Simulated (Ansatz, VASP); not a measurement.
**One calculation of SiC, two programs**

```
Si C
1.0
     0.00000    2.17900    2.17900
     2.17900    0.00000    2.17900
     2.17900    2.17900    0.00000
Si C
1 1
Direct
  0.00000 0.00000 0.00000
  0.75000 0.75000 0.75000
```

Alike in both runs: task single point; functional PBE; k mesh 10 × 10 × 10; occupations gaussian, width 0.011 eV; no spin polarisation.

```csv
,VASP,Ansatz
version,VASP 6.6.1,Ansatz 0.2.0
potentials or method,"VASP PAW PBE potentials, release 64 (Si, C), cutoff 600 eV","all-electron LAPW, scalar-relativistic"
```

VASP gave:

- gap on the k mesh at the Fermi level (eV): 1.36
- least direct gap on the mesh (eV): 4.54
- pressure (GPa): 3.1

Q: What did Ansatz give for the same quantities?

A: gap on the k mesh at the Fermi level (eV): 1.36; least direct gap on the mesh (eV): 4.55; pressure (GPa): 3.3.

Ansatz ran all-electron here, and VASP with PAW potentials.
